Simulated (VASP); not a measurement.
# Au (P6_3/mmc) in VASP: notebook, part 2 of 2

VASP 6.6.1. Earlier steps stand in the parts before.

## (3) Single point, LDA (volume scaled by 0.88)

Input file INCAR:

```
SYSTEM = Au
  PREC = Accurate
  ENCUT = 520
  EDIFF = 1E-6
  ISMEAR = -1
  SIGMA = 0.1
  LREAL = .False.
  LASPH = .True.
  NELM = 100
  ALGO = Normal
  ISIF = 2
  LWAVE = .False.
  LCHARG = .True.
  GGA = CA
  LELF = .True.
  LVHAR = .True.
  NBANDS = 18
```

Input file KPOINTS:

```
Automatic mesh
0
Gamma
  14 14 8
  0 0 0
```

Input file POSCAR:

```
Au
1.0
    2.7210621424      0.0000000000      0.0000000000
   -1.3605310712      2.3565089406      0.0000000000
    0.0000000000      0.0000000000      4.5516916743
Au
2
Direct
    0.3333333333      0.6666666667      0.2500000000
    0.6666666667      0.3333333333      0.7500000000
```

Potentials or basis: VASP PAW LDA potentials, release 64 (Au).

Started as:

```sh
> cat potpaw_LDA.64/Au/POTCAR > POTCAR
> mpirun -np 1 vasp_std > vasp.out
```

OUTCAR:

```text
SYSTEM = Au
   PREC = Accurate
   ENCUT = 520
   EDIFF = 1E-6
   ISMEAR = -1
   LREAL = .False.
   LASPH = .True.
   NELM = 100
   ISIF = 2
   GGA = CA

 ion  position               nearest neighbor table
   1  0.333  0.667  0.250-   2 2.77   2 2.77   2 2.77   2 2.77   2 2.77   2 2.77
   2  0.667  0.333  0.750-   1 2.77   1 2.77   1 2.77   1 2.77   1 2.77   1 2.77

  LATTYP: Found a hexagonal cell.
 ALAT       =     2.7210621424
 C/A-ratio  =     1.6727628537

  Lattice vectors:

 A1 = (   2.7210621424,   0.0000000000,   0.0000000000)
 A2 = (  -1.3605310712,   2.3565089406,   0.0000000000)
 A3 = (   0.0000000000,   0.0000000000,   4.5516916743)

Analysis of symmetry for initial positions (statically):
[... 10 lines left out ...]

The static configuration has the point symmetry D_3d.
 The point group associated with its full space group is D_6h.

Analysis of symmetry for dynamics (positions and initial velocities):
[... 10 lines left out ...]

The dynamic configuration has the point symmetry D_3d.
 The point group associated with its full space group is D_6h.

 Subroutine INISYM returns: Found 24 space group operations
[... 5 lines left out ...]
                                     Primitive cell

  volume of cell :      29.1864

  direct lattice vectors                    reciprocal lattice vectors
     2.721062142  0.000000000  0.000000000     0.367503551  0.212178274  0.000000000
    -1.360531071  2.356508941  0.000000000     0.000000000  0.424356548  0.000000000
     0.000000000  0.000000000  4.551691674     0.000000000  0.000000000  0.219698537

  length of vectors
     2.721062142  2.721062142  4.551691674     0.424356548  0.424356548  0.219698537

  position of ions in fractional coordinates (direct lattice)
     0.333333333  0.666666667  0.250000000
     0.666666667  0.333333333  0.750000000

  ion indices of the primitive-cell ions
   primitive index   ion index
                 1           1
                 2           2

----------------------------------------------------------------------------------------

 KPOINTS: Automatic mesh

Automatic generation of k-mesh.
 Grid dimensions read from file:
 generate k-points for:   14   14    8

 Generating k-lattice:

  Cartesian coordinates                     Fractional coordinates (reciprocal lattice)
     0.026250254  0.015155591  0.000000000     0.071428571  0.000000000  0.000000000
     0.000000000  0.030311182  0.000000000     0.000000000  0.071428571  0.000000000
     0.000000000  0.000000000  0.027462317     0.000000000  0.000000000  0.125000000

  Length of vectors
     0.030311182  0.030311182  0.027462317

  Shift w.r.t. Gamma in fractional coordinates (k-lattice)
     0.000000000  0.000000000  0.000000000

 Subroutine IBZKPT returns following result:
 ===========================================

 Found    120 irreducible k-points:

 Following reciprocal coordinates:
            Coordinates               Weight
  0.000000  0.000000  0.000000      1.000000
  0.071429  0.000000  0.000000      6.000000
  0.142857  0.000000  0.000000      6.000000
  0.214286 -0.000000  0.000000      6.000000
  0.285714  0.000000  0.000000      6.000000
  0.357143  0.000000  0.000000      6.000000
[... 16 lines left out ...]
  0.285714  0.285714  0.000000      6.000000
  0.357143  0.285714  0.000000      6.000000
 [... further k-points ...]
   k-points           NKPTS =    120   k-points in BZ     NKDIM =    120   number of bands    NBANDS=     18
   number of dos      NEDOS =    301   number of ions     NIONS =      2
   total plane-waves  NPLWV =  14400
   dimension x,y,z NGX =    20 NGY =   20 NGZ =   36
   dimension x,y,z NGXF=    40 NGYF=   40 NGZF=   72
   ions per type =               2
   NGX,Y,Z   is equivalent  to a cutoff of  12.22, 12.22, 13.15 a.u.
   NGXF,Y,Z  is equivalent  to a cutoff of  24.44, 24.44, 26.30 a.u.
 SYSTEM =  Au
   PREC   = accura    normal or accurate (medium, high low for compatibility)
   ISTART =      0    job   : 0-new  1-cont  2-samecut
   ICHARG =      2    charge: 1-file 2-atom 10-const
   ISPIN  =      1    spin polarized calculation?
   LNONCOLLINEAR =      F non collinear calculations
   LSORBIT =      F    spin-orbit coupling
   LASPH  =      T    aspherical Exc in radial PAW
   ENCUT  =  520.0 eV  38.22 Ry    6.18 a.u.   5.06  5.06  8.46*2*pi/ulx,y,z
   NELM   =    100;   NELMIN=  2; NELMDL= -5     # of ELM steps
   EDIFF  = 0.1E-05   stopping-criterion for ELM
   LREAL  =      F    real-space projection
   EDIFFG = 0.1E-04   stopping-criterion for IOM
   NSW    =      0    number of steps for IOM
   IBRION =     -1    ionic relax: 0-MD 1-quasi-New 2-CG
   NFREE  =      0    steps in history (QN), initial steepest desc. (CG)
   ISIF   =      2    stress and relaxation
   ISYM   =      2    0-nonsym 1-usesym 2-fastsym
   POTIM  = 0.5000    time-step for ionic-motion
   TEBEG  =    0.0;   TEEND  =   0.0 temperature during run
   PSTRESS=    0.0 pullay stress
   NELECT =      22.0000    total number of electrons
   NUPDOWN=      -1.0000    fix difference up-down
   EMIN   =  10.00;   EMAX   =-10.00  energy-range for DOS
   EFERMI =   0.00;   METHOD = LEGACY
   ISMEAR =    -1;   SIGMA  =   0.10  broadening in eV -4-tet -1-fermi 0-gaus
   EFERMI_NEDOS =   21; number of points for ismear=-14 and -15
   IALGO  =     38    algorithm
   IMIX   =      4    mixing-type and parameters
     AMIX     =   0.40;   BMIX     =  1.00
     AMIX_MAG =   1.60;   BMIX_MAG =  1.00
  volume/ion in A,a.u.               =      14.59        98.48
  Fermi-wavevector in a.u.,A,eV,Ry     =   1.489895  2.815493 30.202028  2.219786
  Thomas-Fermi vector in A             =   2.602745
   LORBIT       =      0    0 simple, 1 ext, 2 COOP (PROOUT), +10 PAW based schemes
   GGA     = CA    functional components
   LHFCALC =     F    Hartree Fock is set to
   AEXX    =    0.0000 exact exchange contribution
   IVDW    =     0    specifies the selected vdW correction
   LEPSILON=     F    determine dielectric tensor
   LRPA    =     F    only Hartree local field effects (RPA)
 non-spin polarized calculation
  energy-cutoff  :      520.00
  volume of cell :       29.19
 maximum number of plane-waves:       802
   NGX = 11   NGY = 11   NGZ = 17

 number of electron      22.0000002 magnetization

 Free energy of the ion-electron system (eV)
  ---------------------------------------------------
  ext. energy  EPLUGINS =         0.00000000
  ---------------------------------------------------
  free energy    TOTEN  =        -8.47662415 eV

  energy without entropy =       -8.45557109  energy(sigma->0) =       -8.46609762

 E-fermi :  12.1915     XC(G=0): -13.8978

 val. band max:       12.1844505209   @ k =   0.4286   0.0714   0.1250
 cond. band min:      12.2171976612   @ k =   0.2857   0.2143   0.1250
 fundamental gap:      0.0327471402
 Fermi energy:        12.1915064246

 k-point     1 :       0.0000    0.0000    0.0000
  band No.  band energies     occupation
      1       0.4704      2.00000
      2       3.1332      2.00000
      3       6.2840      2.00000
      4       6.6133      2.00000
      5       6.6133      2.00000
      6       7.0393      2.00000
[... 10 lines left out ...]
     17      32.1440      0.00000
     18      32.1440      0.00000

 k-point     2 :       0.0714    0.0000    0.0000
  band No.  band energies     occupation
      1       0.6576      2.00000
      2       3.2935      2.00000
      3       6.1895      2.00000
      4       6.6862      2.00000
      5       6.7519      2.00000
      6       6.9614      2.00000
[... 10 lines left out ...]
     17      31.1145      0.00000
     18      31.2304      0.00000

 k-point     3 :       0.1429    0.0000    0.0000
  band No.  band energies     occupation
      1       1.1953      2.00000
      2       3.7176      2.00000
      3       5.9540      2.00000
      4       6.6811      2.00000
      5       7.0273      2.00000
      6       7.0669      2.00000
[... 10 lines left out ...]
     17      29.5067      0.00000
     18      30.4192      0.00000

 k-point     4 :       0.2143   -0.0000    0.0000
  band No.  band energies     occupation
      1       1.9977      2.00000
      2       4.1586      2.00000
      3       5.8292      2.00000
      4       6.1529      2.00000
      5       6.4564      2.00000
      6       7.3230      2.00000
[... 375 lines left out ...]
      4       6.3069      2.00000
      5       6.3136      2.00000
      6       6.6940      2.00000
[... 10 lines left out ...]
     17      25.4656      0.00000
     18      26.5095      0.00000

 k-point    23 :       0.2857    0.2857    0.0000
  band No.  band energies     occupation
      1       4.5088      2.00000
      2       4.9249      2.00000
      3       5.2393      2.00000
      4       5.8017      2.00000
      5       6.2374      2.00000
      6       6.6827      2.00000
[... 10 lines left out ...]
     17      25.3445      0.00000
     18      25.7066      0.00000

 k-point    24 :       0.3571    0.2857    0.0000
  band No.  band energies     occupation
      1       4.4743      2.00000
      2       5.1229      2.00000
      3       5.1649      2.00000
      4       5.9558      2.00000
      5       6.3209      2.00000
      6       6.4941      2.00000
[... 10 lines left out ...]
     17      24.5593      0.00000
     18      24.7317      0.00000

 [... further k-points ...]
[... 5 lines left out ...]
  --------------------------------------------------------------------------------------
  -------------------------------------------------------------------------------------
  Total        6.6737693      6.6737693      6.4908364      0.0000000     -0.0000000     -0.0000000
  in kB      366.3543789    366.3543789    356.3123357      0.0000000     -0.0000000     -0.0000000
  external PRESSURE =     363.0070312 kB  Pullay stress =       0.0000000 kB

 VOLUME and BASIS-vectors are now :
 -----------------------------------------------------------------------------
  energy-cutoff  :      520.00
  volume of cell :       29.19
      direct lattice vectors                 reciprocal lattice vectors
     2.721062142  0.000000000  0.000000000     0.367503551  0.212178274  0.000000000
    -1.360531071  2.356508941  0.000000000     0.000000000  0.424356548  0.000000000
     0.000000000  0.000000000  4.551691674     0.000000000  0.000000000  0.219698537

 POSITION                                       TOTAL-FORCE (eV/Angst)
 -----------------------------------------------------------------------------------
     -0.00000      1.57101      1.13792         0.000000     -0.000000      0.000000
      1.36053      0.78550      3.41377        -0.000000      0.000000      0.000000
 -----------------------------------------------------------------------------------
    total drift:                               -0.000000      0.000000     -0.000000

  FREE ENERGIE OF THE ION-ELECTRON SYSTEM (eV)
  ---------------------------------------------------
  free  energy   TOTEN  =        -8.4766241518 eV

  energy  without entropy=       -8.4555710872  energy(sigma->0) =       -8.46609762
```

stdout:

```text
POSCAR found type information on POSCAR Au
 POSCAR found :  1 types and       2 ions
 scaLAPACK will be used
 LDA part: xc-table for (Slater(with rela. corr.)+CA(PZ))
 , standard interpolation
 POSCAR, INCAR and KPOINTS ok, starting setup
 FFT: planning ... GRIDC
 FFT: planning ... GRID_SOFT
 FFT: planning ... GRID
 WAVECAR not read
 entering main loop
```

Run time: 20 s. Hardware: 1 thread of Intel Xeon Platinum 8559C (Emerald Rapids), shared host; peak memory 0.16 GiB.

Results:

| Quantity | Value |
| --- | --- |
| Free energy | -8.4766 eV |
| Pressure | 36.3 GPa |
| Band gap on the k mesh | zero (band 11 reaches 16.58 eV, above the bottom of band 12 at 9.16 eV) |

Stress tensor (GPa, compression positive):
```
36.64  0.00  0.00
 0.00 36.64  0.00
 0.00  0.00 35.63
```

Levels at points of the mesh, in eV from the Fermi level:
| k point | band 8 | band 9 | band 10 | band 11 | band 12 | band 13 | band 14 | band 15 |
| --- | --- | --- | --- | --- | --- | --- | --- | --- |
| (0.00, 0.00, 0.00) | -4.26 | -4.26 | -2.43 | -2.43 | -2.00 | 3.54 | 14.24 | 15.62 |
| (0.50, 0.00, 0.00) | -2.08 | -2.02 | -1.76 | 0.38 | 1.93 | 6.18 | 7.85 | 8.55 |
| (0.00, 0.00, 0.50) | -5.63 | -3.03 | -3.03 | -3.03 | -3.03 | 11.69 | 11.69 | 14.72 |
| (0.50, 0.00, 0.50) | -2.88 | -1.86 | -1.86 | 0.07 | 0.07 | 4.86 | 4.86 | 13.81 |

Caveat: spin-orbit coupling is left out, which moves the levels of the heavy elements.

## (4) Single point, LDA (volume scaled by 0.92)

Input file INCAR:

```
PREC = Accurate ; ENCUT = 520
EDIFF = 1E-6 ; ISMEAR = -1
SIGMA = 0.1 ; LREAL = F
LASPH = T ; NELM = 80
ALGO = Normal ; ISIF = 2
LWAVE = F ; LCHARG = F
NBANDS = 18
```

Input file KPOINTS:

```
Automatic mesh
0
Gamma
  14 14 8
```

Input file POSCAR:

```
Au
1.0
    2.7616809986      0.0000000000      0.0000000000
   -1.3808404993      2.3916859020      0.0000000000
    0.0000000000      0.0000000000      4.6196373882
Au
2
Direct
    0.3333333333      0.6666666667      0.2500000000
    0.6666666667      0.3333333333      0.7500000000
```

Started as:

```sh
> cat potpaw_LDA.64/Au/POTCAR > POTCAR
> mpirun -np 1 vasp_std > vasp.out
```

Wall time 20 s (1 thread of Intel Xeon Platinum 8559C (Emerald Rapids), shared host); peak memory 0.17 GiB.

The run converged. Its results:

- Free energy: -8.7129 eV
- Pressure: 21.1 GPa
- Band gap on the k mesh: zero (band 11 reaches 15.55 eV, above the bottom of band 12 at 8.39 eV)

Stress tensor (GPa, compression positive):
```
21.30  0.00  0.00
 0.00 21.30  0.00
 0.00  0.00 20.75
```

Levels at points of the mesh, in eV from the Fermi level:
```csv
k point,band 9,band 10,band 11,band 12,band 13,band 14
"(0.00, 0.00, 0.00)",-4.04,-2.34,-2.34,-1.74,3.30,14.37
"(0.50, 0.00, 0.00)",-1.96,-1.73,0.38,1.83,6.06,7.69
"(0.00, 0.00, 0.50)",-2.90,-2.90,-2.90,-2.90,11.43,11.43
"(0.50, 0.00, 0.50)",-1.82,-1.82,0.18,0.18,4.60,4.60
```

Caveat: spin-orbit coupling is left out, which moves the levels of the heavy elements.

## (5) Single point, LDA (volume scaled by 0.96)

Input file INCAR:

```
SYSTEM = Au
ALGO = Normal
EDIFF = 1E-6
ENCUT = 520
ISIF = 2
ISMEAR = -1
LASPH = .True.
LCHARG = .False.
LREAL = .False.
LWAVE = .False.
NBANDS = 18
NELM = 80
PREC = Accurate
SIGMA = 0.1
```

Input file KPOINTS:

```
k-points
0
Gamma
  14 14 8
  0 0 0
```

Input file POSCAR:

```
Au
1.0
    2.8011389153      0.0000000000      0.0000000000
   -1.4005694576      2.4258574602      0.0000000000
    0.0000000000      0.0000000000      4.6856411255
Au
2
Direct
    0.3333333333      0.6666666667      0.2500000000
    0.6666666667      0.3333333333      0.7500000000
```

Started as:

```sh
> cat potpaw_LDA.64/Au/POTCAR > POTCAR
> mpirun -np 1 vasp_std > vasp.out
```

It took 21 s on 1 thread of Intel Xeon Platinum 8559C (Emerald Rapids), shared host; peak memory 0.18 GiB.

Results (log left out):

```yaml
Free_energy: -8.8386 eV
Pressure: 9.5 GPa
Band_gap_on_the_k_mesh: zero (band 11 reaches 14.60 eV, above the bottom of band 12 at 7.68 eV)
```

Stress tensor (GPa, compression positive):
```
9.53 0.00 0.00
0.00 9.53 0.00
0.00 0.00 9.36
```

Levels at points of the mesh, in eV from the Fermi level:
```
           k point  band 9  band 10  band 11  band 12  band 13  band 14
(0.00, 0.00, 0.00)   -3.84    -2.26    -2.26    -1.49     3.08    14.47
(0.50, 0.00, 0.00)   -1.92    -1.70     0.38     1.73     5.94     7.54
(0.00, 0.00, 0.50)   -2.78    -2.78    -2.78    -2.78    11.17    11.17
(0.50, 0.00, 0.50)   -1.79    -1.79     0.28     0.28     4.35     4.35
```

Caveat: spin-orbit coupling is left out, which moves the levels of the heavy elements.

## (6) Single point, LDA

Input file INCAR:

```
PREC = Accurate
ENCUT = 520
EDIFF = 1E-6
ISMEAR = -1
SIGMA = 0.1
LREAL = False
LASPH = True
NELM = 100
ALGO = Normal
ISIF = 2
LWAVE = False
LCHARG = False
GGA = CA
NBANDS = 18
```

Input file KPOINTS:

```
regular mesh
0
Gamma
  14 14 8
```

Input file POSCAR:

```
Au
1.0
    2.8395154501      0.0000000000      0.0000000000
   -1.4197577250      2.4590925142      0.0000000000
    0.0000000000      0.0000000000      4.7498359673
Au
2
Direct
    0.3333333333      0.6666666667      0.2500000000
    0.6666666667      0.3333333333      0.7500000000
```

Potentials or basis: VASP PAW LDA potentials, release 64 (Au).

Started as:

```sh
> cat potpaw_LDA.64/Au/POTCAR > POTCAR
> mpirun -np 1 vasp_std > vasp.out
```

Run time: 21 s. Hardware: 1 thread of Intel Xeon Platinum 8559C (Emerald Rapids), shared host; peak memory 0.18 GiB.

Results (log left out):

- Free energy: -8.8797 eV
- Pressure: 0.6 GPa
- Band gap on the k mesh: zero (band 11 reaches 13.72 eV, above the bottom of band 12 at 7.03 eV)

Stress tensor (GPa, compression positive):
```
0.52 0.00 0.00
0.00 0.52 0.00
0.00 0.00 0.66
```

Levels at points of the mesh, in eV from the Fermi level:
| k point | band 7 | band 8 | band 9 | band 10 | band 11 | band 12 | band 13 | band 14 | band 15 | band 16 |
| --- | --- | --- | --- | --- | --- | --- | --- | --- | --- | --- |
| (0.00, 0.00, 0.00) | -4.39 | -3.67 | -3.67 | -2.20 | -2.20 | -1.27 | 2.88 | 14.54 | 15.77 | 16.79 |
| (0.50, 0.00, 0.00) | -3.87 | -1.93 | -1.88 | -1.68 | 0.37 | 1.64 | 5.83 | 7.40 | 7.57 | 10.32 |
| (0.00, 0.00, 0.50) | -4.77 | -4.77 | -2.69 | -2.69 | -2.69 | -2.69 | 10.91 | 10.91 | 14.85 | 14.85 |
| (0.50, 0.00, 0.50) | -2.48 | -2.48 | -1.76 | -1.76 | 0.38 | 0.38 | 4.12 | 4.12 | 13.37 | 13.37 |

Caveat: spin-orbit coupling is left out, which moves the levels of the heavy elements.

## (7) The runs side by side

```csv
cell,k mesh,gap on the mesh (eV),pressure (GPa)
"a = 2.840, b = 2.840, c = 4.750 Å, angles 90.0, 90.0, 120.0°, 2 atoms",13 × 13 × 7,none,0.5
"a = 2.721, b = 2.721, c = 4.552 Å, angles 90.0, 90.0, 120.0°, 2 atoms",14 × 14 × 8,none,36.3
"a = 2.762, b = 2.762, c = 4.620 Å, angles 90.0, 90.0, 120.0°, 2 atoms",14 × 14 × 8,none,21.1
"a = 2.801, b = 2.801, c = 4.686 Å, angles 90.0, 90.0, 120.0°, 2 atoms",14 × 14 × 8,none,9.5
"a = 2.840, b = 2.840, c = 4.750 Å, angles 90.0, 90.0, 120.0°, 2 atoms",14 × 14 × 8,none,0.6
```

Alike in all rows: task single point; level LDA; potentials or basis VASP PAW LDA potentials, release 64 (Au); no spin polarisation; cutoff (eV) 520; smearing fermi-dirac 0.1 eV.

Caveats: spin-orbit coupling is left out, which moves the levels of the heavy elements.

Total energies depend on the potentials used, so only differences within one code and one set of settings carry meaning.
